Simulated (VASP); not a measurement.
# CdI2 (P-3m1) in VASP: a series of runs

CdI2 is run at these levels: PBE, r2SCAN; tasks: single point.

All numbers are computed with VASP 6.6.1; they aren't measurements. Logs are shortened: lines on timing, memory, paths and dates and some standing lists are left out, and cuts for length are marked.

## Step 1: The cell of the first run

It takes space group P-3m1 (No. 164, trigonal). The conventional cell has a = 4.248 Å, b = 4.248 Å, c = 6.884 Å, α = 90.00°, β = 90.00°, γ = 120.00°. Cd (site symmetry -3m) has 6 I at 2.99 Å within 3.9 Å. I (site symmetry 3m) has 3 Cd at 2.99 Å within 3.9 Å.

## Step 2: Single point, PBE

Contents of INCAR:

```
ALGO = Normal
EDIFF = 1E-6
ENCUT = 500
GGA = PE
GGA_COMPAT = F
ISIF = 2
ISMEAR = 0
LASPH = T
LCHARG = F
LREAL = F
LWAVE = F
NBANDS = 20
NELM = 120
PREC = Accurate
SIGMA = 0.01
```

Contents of KPOINTS:

```
k-points
0
Gamma
  12 12 4
```

Contents of POSCAR:

```
CdI2
1.0
    4.2483569105      0.0000000000      0.0000000000
   -2.1241784552      3.6791850088      0.0000000000
    0.0000000000      0.0000000000      6.8844151052
Cd I
1 2
Direct
    0.0000000000      0.0000000000      0.0000000000
    0.3333333333      0.6666666667      0.2495592321
    0.6666666667      0.3333333333      0.7504407679
```

Potentials or basis: VASP PAW PBE potentials, release 64 (Cd, I).

Launch:

```sh
> cat potpaw_PBE.64/Cd/POTCAR potpaw_PBE.64/I/POTCAR > POTCAR
> mpirun -np 1 vasp_std > vasp.out
```

OUTCAR:

```text
EDIFF = 1E-6
   ENCUT = 500
   GGA = PE
   ISIF = 2
   ISMEAR = 0
   LASPH = T
   LREAL = F
   NELM = 120
   PREC = Accurate

 ion  position               nearest neighbor table
   1  0.000  0.000  0.000-   2 2.99   3 2.99   2 2.99   3 2.99   3 2.99   2 2.99
   2  0.333  0.667  0.250-   1 2.99   1 2.99   1 2.99
   3  0.667  0.333  0.750-   1 2.99   1 2.99   1 2.99

  LATTYP: Found a hexagonal cell.
 ALAT       =     4.2483569105
 C/A-ratio  =     1.6204888738

  Lattice vectors:

 A1 = (   4.2483569105,   0.0000000000,   0.0000000000)
 A2 = (  -2.1241784552,   3.6791850088,   0.0000000000)
 A3 = (   0.0000000000,   0.0000000000,   6.8844151052)

Analysis of symmetry for initial positions (statically):
=====================================================================
 Subroutine PRICEL returns:
 Original cell was already a primitive cell.

 Routine SETGRP: Setting up the symmetry group for a
 hexagonal supercell.

 Subroutine GETGRP returns: Found 12 space group operations
 (whereof 12 operations were pure point group operations)
 out of a pool of 24 trial point group operations.

The static configuration has the point symmetry D_3d.

Analysis of symmetry for dynamics (positions and initial velocities):
=====================================================================
 Subroutine PRICEL returns:
 Original cell was already a primitive cell.

 Routine SETGRP: Setting up the symmetry group for a
 hexagonal supercell.

 Subroutine GETGRP returns: Found 12 space group operations
 (whereof 12 operations were pure point group operations)
 out of a pool of 24 trial point group operations.

The dynamic configuration has the point symmetry D_3d.

 Subroutine INISYM returns: Found 12 space group operations
 (whereof 12 operations are pure point group operations),
 and found     1 'primitive' translations

----------------------------------------------------------------------------------------

                                     Primitive cell

  volume of cell :     107.6068

  direct lattice vectors                    reciprocal lattice vectors
     4.248356911  0.000000000  0.000000000     0.235385120  0.135899662  0.000000000
[... 77 lines left out ...]
   NGXF,Y,Z  is equivalent  to a cutoff of  25.04, 25.04, 24.15 a.u.
 SYSTEM =  unknown system
   PREC   = accura    normal or accurate (medium, high low for compatibility)
   ISTART =      0    job   : 0-new  1-cont  2-samecut
   ICHARG =      2    charge: 1-file 2-atom 10-const
   ISPIN  =      1    spin polarized calculation?
   LNONCOLLINEAR =      F non collinear calculations
   LSORBIT =      F    spin-orbit coupling
   LASPH  =      T    aspherical Exc in radial PAW
   ENCUT  =  500.0 eV  36.75 Ry    6.06 a.u.   7.75  7.75 12.55*2*pi/ulx,y,z
   NELM   =    120;   NELMIN=  2; NELMDL= -5     # of ELM steps
   EDIFF  = 0.1E-05   stopping-criterion for ELM
   LREAL  =      F    real-space projection
   EDIFFG = 0.1E-04   stopping-criterion for IOM
   NSW    =      0    number of steps for IOM
   IBRION =     -1    ionic relax: 0-MD 1-quasi-New 2-CG
   NFREE  =      0    steps in history (QN), initial steepest desc. (CG)
   ISIF   =      2    stress and relaxation
   ISYM   =      2    0-nonsym 1-usesym 2-fastsym
   POTIM  = 0.5000    time-step for ionic-motion
   TEBEG  =    0.0;   TEEND  =   0.0 temperature during run
   PSTRESS=    0.0 pullay stress
   NELECT =      26.0000    total number of electrons
   NUPDOWN=      -1.0000    fix difference up-down
   EMIN   =  10.00;   EMAX   =-10.00  energy-range for DOS
   EFERMI =   0.00;   METHOD = LEGACY
   ISMEAR =     0;   SIGMA  =   0.01  broadening in eV -4-tet -1-fermi 0-gaus
   EFERMI_NEDOS =   21; number of points for ismear=-14 and -15
   IALGO  =     38    algorithm
   IMIX   =      4    mixing-type and parameters
     AMIX     =   0.40;   BMIX     =  1.00
     AMIX_MAG =   1.60;   BMIX_MAG =  1.00
  volume/ion in A,a.u.               =      35.87       242.06
  Fermi-wavevector in a.u.,A,eV,Ry     =   1.019654  1.926866 14.145893  1.039694
  Thomas-Fermi vector in A             =   2.153180
   LORBIT       =      0    0 simple, 1 ext, 2 COOP (PROOUT), +10 PAW based schemes
   GGA     = PE    functional components
   LHFCALC =     F    Hartree Fock is set to
   AEXX    =    0.0000 exact exchange contribution
   IVDW    =     0    specifies the selected vdW correction
   LEPSILON=     F    determine dielectric tensor
   LRPA    =     F    only Hartree local field effects (RPA)
 non-spin polarized calculation
 Gauss-broadening in eV      SIGMA  =   0.01
  energy-cutoff  :      500.00
  volume of cell :      107.61
 maximum number of plane-waves:      2786
 NGX is ok and might be reduce to    32
   NGX = 15   NGY = 15   NGZ = 25

 number of electron      25.9999996 magnetization

 Free energy of the ion-electron system (eV)
  ---------------------------------------------------
  ext. energy  EPLUGINS =         0.00000000
  ---------------------------------------------------
  free energy    TOTEN  =        -5.49377447 eV

  energy without entropy =       -5.49377447  energy(sigma->0) =       -5.49377447

 E-fermi :   2.0832     XC(G=0):  -8.5463

 val. band max:        1.9767070139   @ k =   0.0833   0.0000   0.2500
 cond. band min:       4.3352239309   @ k =   0.5000  -0.0000   0.5000
 fundamental gap:      2.3585169170
 Fermi energy:         2.0831753521

 k-point     1 :       0.0000    0.0000    0.0000
  band No.  band energies     occupation
      1     -10.1296      2.00000
      2      -9.4340      2.00000
      3      -5.6132      2.00000
      4      -5.6132      2.00000
      5      -5.4983      2.00000
      6      -5.4171      2.00000
[... 541 lines left out ...]
     19      10.0518      0.00000
     20      10.7787      0.00000

 [... further k-points ...]
[... 5 lines left out ...]
  --------------------------------------------------------------------------------------
  -------------------------------------------------------------------------------------
  Total        1.1628734      1.1628734      1.1225760      0.0000000      0.0000000      0.0000000
  in kB       17.3142363     17.3142363     16.7142409      0.0000000      0.0000000      0.0000000
  external PRESSURE =      17.1142378 kB  Pullay stress =       0.0000000 kB

 VOLUME and BASIS-vectors are now :
 -----------------------------------------------------------------------------
  energy-cutoff  :      500.00
  volume of cell :      107.61
      direct lattice vectors                 reciprocal lattice vectors
     4.248356911  0.000000000  0.000000000     0.235385120  0.135899662  0.000000000
    -2.124178455  3.679185009  0.000000000     0.000000000  0.271799324  0.000000000
     0.000000000  0.000000000  6.884415105     0.000000000  0.000000000  0.145255622

 POSITION                                       TOTAL-FORCE (eV/Angst)
 -----------------------------------------------------------------------------------
      0.00000      0.00000      0.00000         0.000000      0.000000      0.000000
     -0.00000      2.45279      1.71807        -0.000000      0.000000      0.092716
      2.12418      1.22640      5.16635        -0.000000      0.000000     -0.092716
 -----------------------------------------------------------------------------------
    total drift:                               -0.000000     -0.000000      0.000000

  FREE ENERGIE OF THE ION-ELECTRON SYSTEM (eV)
  ---------------------------------------------------
  free  energy   TOTEN  =        -5.4937744679 eV

  energy  without entropy=       -5.4937744679  energy(sigma->0) =       -5.49377447
```

OSZICAR:

```text
N       E                     dE             d eps       ncg     rms          rms(c)
DAV:   1     0.157766446829E+03    0.15777E+03   -0.11267E+04  2760   0.108E+03
DAV:   2     0.368449993960E+01   -0.15408E+03   -0.14864E+03  3248   0.245E+02
DAV:   3    -0.567888742588E+01   -0.93634E+01   -0.93318E+01  3336   0.602E+01
DAV:   4    -0.582568002982E+01   -0.14679E+00   -0.14677E+00  3680   0.720E+00
DAV:   5    -0.582717103065E+01   -0.14910E-02   -0.14910E-02  3320   0.717E-01    0.626E+00
DAV:   6    -0.551886708947E+01    0.30830E+00   -0.56104E-01  2920   0.754E+00    0.524E+00
DAV:   7    -0.549388240386E+01    0.24985E-01   -0.19325E-01  3132   0.268E+00    0.214E+00
DAV:   8    -0.549383718530E+01    0.45219E-04   -0.24638E-02  3052   0.168E+00    0.414E-01
DAV:   9    -0.549373943597E+01    0.97749E-04   -0.24935E-03  3176   0.525E-01    0.136E-01
DAV:  10    -0.549376512770E+01   -0.25692E-04   -0.30129E-04  3092   0.168E-01    0.377E-02
DAV:  11    -0.549377361777E+01   -0.84901E-05   -0.32049E-05  3228   0.475E-02    0.195E-02
DAV:  12    -0.549377446792E+01   -0.85015E-06   -0.37123E-06  3108   0.193E-02
   1 F= -.54937745E+01 E0= -.54937745E+01  d E =-.346475E-53
```

Run time: 34 s. Hardware: 1 thread of Intel Xeon 6975P-C (Granite Rapids), shared host; peak memory 0.3 GiB.

What came out:

| Quantity | Value |
| --- | --- |
| Free energy | -5.4938 eV |
| Pressure | 1.7 GPa |
| Largest force | 0.093 eV/Å |
| Band gap on the k mesh | 2.36 eV, indirect (least direct gap 2.60 eV) |

Forces in eV/Å, atoms in the order of the input:
```
Cd   0.000  0.000  0.000
I    0.000  0.000  0.093
I    0.000  0.000 -0.093
```

Caveat: spin-orbit coupling is left out, which moves the levels of the heavy elements; this functional lacks dispersion, which binds the layers, so the pressure and a relaxed spacing across them are unreliable. A hybrid or GW would open this gap; PBE tends to underestimate it.

## Step 3: Single point, r2SCAN

POSCAR is that of step 2.

Contents of INCAR.step1:

```
SYSTEM = CdI2
PREC = Accurate ; ENCUT = 550
ISMEAR = 0 ; SIGMA = 0.01
LREAL = .FALSE. ; LASPH = .TRUE.
NELM = 120 ; NBANDS = 20
GGA = PE ; ALGO = Normal
EDIFF = 1E-5 ; LWAVE = .TRUE.
LCHARG = .FALSE. ; GGA_COMPAT = .FALSE.
```

Contents of INCAR.step2:

```
SYSTEM = CdI2
PREC = Accurate ; ENCUT = 550
EDIFF = 1E-6 ; ISMEAR = 0
SIGMA = 0.01 ; LREAL = .FALSE.
LASPH = .TRUE. ; NELM = 120
ALGO = Normal ; ISIF = 2
LWAVE = .FALSE. ; LCHARG = .FALSE.
METAGGA = R2SCAN ; LMIXTAU = .TRUE.
NBANDS = 20 ; ISTART = 1
GGA_COMPAT = .FALSE.
```

Contents of KPOINTS:

```
Automatic mesh
0
G
  12 12 4
  0 0 0
```

Potentials or basis: VASP PAW PBE potentials, release 64 (Cd, I).

Launch:

```sh
> cat potpaw_PBE.64/Cd/POTCAR potpaw_PBE.64/I/POTCAR > POTCAR
> cp INCAR.step1 INCAR
> mpirun -np 1 vasp_std > vasp.out
> cp INCAR.step2 INCAR
> mpirun -np 1 vasp_std > vasp.out
```

Wall time 2.9 min (1 thread of Intel Xeon 6975P-C (Granite Rapids), shared host); peak memory 0.34 GiB.

Results (log left out):

```
Free energy            : -71.3552 eV
Pressure               : 1.0 GPa
Largest force          : 0.022 eV/Å
Band gap on the k mesh : 2.80 eV, indirect (least direct gap 3.13 eV)
```

Forces on the atoms (eV/Å):
```
Cd   0.000  0.000  0.000
I    0.000  0.000  0.022
I    0.000  0.000 -0.022
```

Levels at points of the mesh, in eV from the valence-band top:
```csv
k point,band 10,band 11,band 12,band 13,band 14,band 15,band 16,band 17
"(0.00, 0.00, 0.00)",-0.30,-0.16,-0.16,-0.14,3.06,5.05,6.89,6.89
"(0.50, 0.00, 0.00)",-2.00,-1.53,-0.70,-0.14,3.06,5.59,6.36,7.06
"(0.00, 0.00, 0.50)",-0.43,-0.43,-0.02,-0.02,4.12,5.12,6.68,6.68
"(0.50, 0.00, 0.50)",-1.33,-1.22,-0.51,-0.46,2.80,5.44,6.36,7.07
```

Caveat: the PAW data sets were made with another functional, which shifts forces and pressure a little; spin-orbit coupling is left out, which moves the levels of the heavy elements. r2SCAN opens gaps a little over a GGA but as a rule still falls short of measured ones.
